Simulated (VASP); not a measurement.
**TiW4: single point with PBE**

TiW4:

```xyz
10
Lattice="2.8807 0.0000 0.0000 -1.4404 2.4948 0.0000 0.0000 0.0000 23.2592" Properties=species:S:1:pos:R:3 pbc="T T T"
Ti    0.0000    1.6632   17.4444
Ti    1.4404    0.8316    5.8148
W     0.0000    1.6632   22.0962
W     0.0000    1.6632    3.4889
W     0.0000    1.6632    8.1407
W     0.0000    1.6632   12.7926
W     1.4404    0.8316    1.1630
W     1.4404    0.8316   10.4666
W     1.4404    0.8316   15.1185
W     1.4404    0.8316   19.7703
```

```yaml
Program: VASP 6.6.1
Task: single point
Functional: PBE
Potentials_or_basis: VASP PAW PBE potentials, release 64 (Ti_sv, W_sv)
Cutoff: 520 eV
k_mesh: 6 × 6 × 1
Occupations: gaussian, width 0.1 eV
Spin: collinear spin
Starting_moments: "[1.0, 1.0, 0.0, 0.0, 0.0, 0.0, 0.0, 0.0, 0.0, 0.0] μB"
```

* Pressure: -2.4 GPa
* Largest force: 0.232 eV/Å
* Band gap on the k mesh: zero (filled and empty bands overlap)
* Net moment: 0.00 μB per cell
* Valence electrons inside the program's atomic spheres: Ti 10.31; W 11.99, 11.98 (each value once)

Forces in eV/Å, atoms in the order of the input:
```
Ti   0.000  0.000  0.000
Ti   0.000  0.000  0.000
W    0.000  0.000  0.112
W    0.000  0.000  0.232
W    0.000  0.000 -0.232
W    0.000  0.000 -0.112
W    0.000  0.000 -0.112
W    0.000  0.000  0.112
W    0.000  0.000  0.232
W    0.000  0.000 -0.232
```

Stress tensor (GPa, compression positive):
```
-6.44  0.00  0.00
 0.00 -6.44  0.00
 0.00  0.00  5.74
```

Levels at points of the mesh, in eV from the Fermi level:
Spin up:
```
           k point  band 66  band 67  band 68  band 69  band 70  band 71  band 72  band 73
(0.00, 0.00, 0.00)    -0.29    -0.29    -0.25    -0.20    -0.03    -0.03     0.03     0.03
(0.50, 0.00, 0.00)     0.41     0.58     0.59     0.60     0.83     0.99     1.01     1.08
```
Spin down:
```
           k point  band 66  band 67  band 68  band 69  band 70  band 71  band 72  band 73
(0.00, 0.00, 0.00)    -0.29    -0.29    -0.25    -0.20    -0.03    -0.03     0.03     0.03
(0.50, 0.00, 0.00)     0.41     0.58     0.59     0.60     0.83     0.99     1.01     1.08
```

Run time: 14 min on 1 thread of Intel(R) Xeon(R) Platinum 8375C CPU @ 2.90GHz (Ice Lake), with other jobs on the host, peak memory 0.46 GiB.

Caveat: the k points lie up to 0.42 Å⁻¹ apart, too coarse for converged energies and pressures of a metal; spin-orbit coupling is left out, which moves the levels of the heavy elements.
